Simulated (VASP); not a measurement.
Wanted: the native input for a VASP 6.6.1 run.

```
Task                   : single point
Functional             : PBE
Potentials or basis    : VASP PAW PBE potentials, release 64 (Ti_sv, H, Br)
Cutoff                 : 520 eV
k mesh                 : 8 × 8 × 6
Occupations            : gaussian, width 0.02 eV
Spin                   : no spin polarisation
Dipole correction      : no
Further INCAR settings : ALGO = Normal; EDIFF = 1e-06; NBANDS = 19
```

The structure of TiH3Br lies in POSCAR:

```
TiH3Br
1.0
    3.3310382224      0.0000000000      0.0000000000
    0.0000000000      3.3310382224      0.0000000000
    0.0000000000      0.0000000000      5.7490997861
Ti H Br
1 3 1
Direct
    0.5000000000      0.5000000000      0.7178721138
    0.0000000000      0.5000000000      0.5512034475
    0.5000000000      0.0000000000      0.5512034475
    0.5000000000      0.5000000000      0.0090059169
    0.0000000000      0.0000000000      0.9433150942
```

The cell was generated, and may not be a known phase.

One way to write it, as run:

INCAR

```
SYSTEM = TiH3Br
PREC     = Accurate       ! precision mode
ENCUT    = 520            ! plane-wave cutoff, eV
EDIFF    = 1E-6           ! SCF threshold, eV
ISMEAR   = 0              ! smearing method
SIGMA    = 0.02           ! smearing width, eV
LREAL    = .FALSE.        ! projectors in reciprocal space
LASPH    = .TRUE.         ! aspherical terms in the spheres
NELM     = 80             ! most SCF steps
ALGO     = Normal         ! electronic algorithm
ISIF     = 2              ! what is computed and relaxed
LWAVE    = .FALSE.        ! write WAVECAR
LCHARG   = .FALSE.        ! write CHGCAR
GGA      = PE             ! functional
NBANDS   = 19             ! bands
```

KPOINTS

```
Automatic mesh
0
G
  8 8 6
  0 0 0
```

Potentials or basis: VASP PAW PBE potentials, release 64 (Ti_sv, H, Br).

Command:

```console
$ cat potpaw_PBE.64/Ti_sv/POTCAR potpaw_PBE.64/H/POTCAR potpaw_PBE.64/Br/POTCAR > POTCAR
$ mpirun -np 1 vasp_std > vasp.out
```

It gave:

- Pressure: 0.0 GPa
- Largest force: 0.012 eV/Å
- Band gap on the k mesh: 1.61 eV (least direct gap 1.68 eV)

Wall time 56 s on 1 thread of Intel(R) Xeon(R) Platinum 8488C (Sapphire Rapids), with other jobs on the host, peak memory 0.23 GiB.
